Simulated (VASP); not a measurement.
BiTe:

```xyz
2
Lattice="0.0000 3.2350 3.2350 3.2350 0.0000 3.2350 3.2350 3.2350 0.0000" Properties=species:S:1:pos:R:3 pbc="T T T"
Bi    0.0000    0.0000    0.0000
Te    3.2350    3.2350    3.2350
```

| Item | Value |
| --- | --- |
| Program | VASP 6.6.1 |
| Task | relaxation of cell and atoms |
| Functional | BLYP |
| Potentials or basis | VASP PAW PBE potentials, release 64 (Bi_d, Te) |
| Cutoff | 600 eV |
| k mesh | 7 × 7 × 7 |
| Occupations | fermi-dirac, width 0.05 eV |
| Spin | no spin polarisation |

At the start: pressure 4.7 GPa; volume 33.86 Å³/atom.

Task: How do energy, volume and symmetry change on relaxing?

Result: Over 3 steps the energy falls by 47.0 meV/atom and the volume is 37.36 Å³/atom (+10.3 %); space group Fm-3m (No. 225, to 0.05 Å).

The path:
```
step  energy change (eV)  largest force (eV/Å)  pressure (GPa)  volume (Å³)
   1              0.0000                0.0000            4.69        67.71
   2             -0.0794                0.0000           -1.43        77.89
   3             -0.0939                0.0000            0.01        74.72
```

Final structure:
```xyz
2
Lattice="0.0000 3.3429 3.3429 3.3429 0.0000 3.3429 3.3429 3.3429 0.0000" Properties=species:S:1:pos:R:3 pbc="T T T"
Bi    0.0000    0.0000    0.0000
Te    3.3429    3.3429    3.3429
```

Caveat: the PAW data sets were made with another functional, which shifts forces and pressure a little; the volume moved by +10 % from the deposited cell, more than functionals usually miss.
